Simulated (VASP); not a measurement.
Crystal: HfB2.

```
CELL_PARAMETERS angstrom
3.07590 0.00000 0.00000
-1.53795 2.66381 0.00000
0.00000 0.00000 3.40896
ATOMIC_POSITIONS crystal
Hf 0.00000 0.00000 0.00000
B 0.66667 0.33333 0.50000
B 0.33333 0.66667 0.50000
```

Base run:

* Program: VASP 6.6.1
* Functional: PBE
* Potentials or basis: VASP PAW PBE potentials, release 64 (Hf_pv, B)
* Cutoff: 520 eV
* k mesh: 10 × 10 × 8
* Occupations: fermi-dirac, width 0.05 eV
* Spin: no spin polarisation

Its results: band gap on the k mesh zero (band 8 reaches 8.79 eV, above the bottom of band 9 at 7.90 eV); pressure 19.0 GPa.

Question: After a change of settings the same cell gave: band gap on the k mesh zero (band 8 reaches 8.76 eV, above the bottom of band 9 at 7.88 eV); pressure 7.1 GPa. Which change was it?
A. functional from PBE to LDA; potentials or basis from VASP PAW PBE potentials, release 64 (Hf_pv, B) to VASP PAW LDA potentials, release 64 (Hf_pv, B)
B. functional from PBE to r2SCAN
C. functional from PBE to PBEsol

Answer: A.

Caveats: spin-orbit coupling is left out, which moves the levels of the heavy elements.
